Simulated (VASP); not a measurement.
Write the native input for VASP 6.6.1 that does the following.

- Task: relaxation of cell and atoms
- Functional: PBE
- Potentials or basis: VASP PAW PBE potentials, release 64 (Hf_pv, Ti_sv, H)
- Cutoff: 600 eV
- k mesh: 12 × 12 × 12
- Occupations: gaussian, width 0.1 eV
- Spin: no spin polarisation
- Dipole correction: no
- Further INCAR settings: ALGO = Normal; EDIFF = 1e-06; IBRION = 2; EDIFFG = -0.01; NSW = 100; ISIF = 3

The structure of HfTiH6 lies in POSCAR:

```
HfTiH6
1.0
    2.6170299040      1.5109429195      2.2810869556
   -2.6170299040      1.5109429195      2.2810869556
    0.0000000000     -3.0218858390      2.2810869556
Hf Ti H
1 1 6
Direct
    0.0000000000      0.0000000000      0.0000000000
    0.5000000000      0.5000000000      0.5000000000
    0.3568346074      0.3568346074      0.9834364019
    0.9834364019      0.3568346074      0.3568346074
    0.3568346074      0.9834364019      0.3568346074
    0.0165635981      0.6431653926      0.6431653926
    0.6431653926      0.6431653926      0.0165635981
    0.6431653926      0.0165635981      0.6431653926
```

These files were run (other wordings do the same):

INCAR

```
SYSTEM = HfTiH6
PREC = Accurate ; ENCUT = 600
EDIFF = 1E-6 ; ISMEAR = 0
SIGMA = 0.1 ; LREAL = .FALSE.
LASPH = .TRUE. ; NELM = 60
ALGO = Normal ; ISIF = 3
LWAVE = .FALSE. ; LCHARG = .FALSE.
GGA = PE ; IBRION = 2
NSW = 100 ; EDIFFG = -0.01
```

KPOINTS

```
regular mesh
0
G
  12 12 12
  0 0 0
```

Potentials or basis: VASP PAW PBE potentials, release 64 (Hf_pv, Ti_sv, H).

Command:

```sh
$ cat potpaw_PBE.64/Hf_pv/POTCAR potpaw_PBE.64/Ti_sv/POTCAR potpaw_PBE.64/H/POTCAR > POTCAR
$ mpirun -np 1 vasp_std > vasp.out
```

It gave:

```yaml
Relaxed_volume: 6.76 Å³/atom
Relaxed_cell: a = 3.784 Å, b = 3.784 Å, c = 3.784 Å, α = 87.82°, β = 87.82°, γ = 87.82°
Space_group_after_relaxing_to_0.1_Å: R-3m (No. 166)
Energy_gained_by_relaxing: 0.2 meV/atom
Ionic_steps: 10
Pressure_after_relaxing: 0.0 GPa
Largest_force_after_relaxing: 0.004 eV/Å
Band_gap_on_the_k_mesh: zero (bands 14 and 15 overlap by 1.42 eV)
```

Caveat: spin-orbit coupling is left out, which moves the levels of the heavy elements.

Wall time 16 min on 1 thread of AMD EPYC 7R43 64-Core Processor (Zen 3) (shared host), peak memory 0.35 GiB.
